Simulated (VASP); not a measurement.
# TiSi2: density of states with PBE

TiSi2:

```xyz
3
Lattice="4.3746 0.0000 0.0000 -2.1873 3.7885 0.0000 0.0000 0.0000 2.5610" Properties=species:S:1:pos:R:3 pbc="T T T"
Ti    0.0000    0.0000    0.0000
Si    0.0000    2.5257    1.2805
Si    2.1873    1.2628    1.2805
```

* Program: VASP 6.6.1
* Task: density of states
* Functional: PBE
* Potentials or basis: VASP PAW PBE potentials, release 64 (Ti_sv, Si)
* Cutoff: 520 eV
* k mesh: 7 × 7 × 10
* Occupations: fermi-dirac, width 0.05 eV
* Spin: no spin polarisation
* Dipole correction: no
* k mesh for the DOS: 11 × 11 × 15
* Occupations for the DOS: tetrahedron
* Further INCAR settings: ALGO = Normal; EDIFF = 1e-07; NBANDS = 17

```yaml
Valence_electrons_inside_the_program's_atomic_spheres: Ti 10.39; Si 1.61
```

Levels at points of the mesh, in eV from the Fermi level:
| k point | band 8 | band 9 | band 10 | band 11 | band 12 | band 13 |
| --- | --- | --- | --- | --- | --- | --- |
| (0.00, 0.00, 0.00) | -5.13 | -1.69 | -1.01 | -1.01 | 2.83 | 2.83 |

Wall time 2.7 min on 1 thread of AMD EPYC 7R13 Processor (Zen 3) (shared host), peak memory 0.28 GiB.
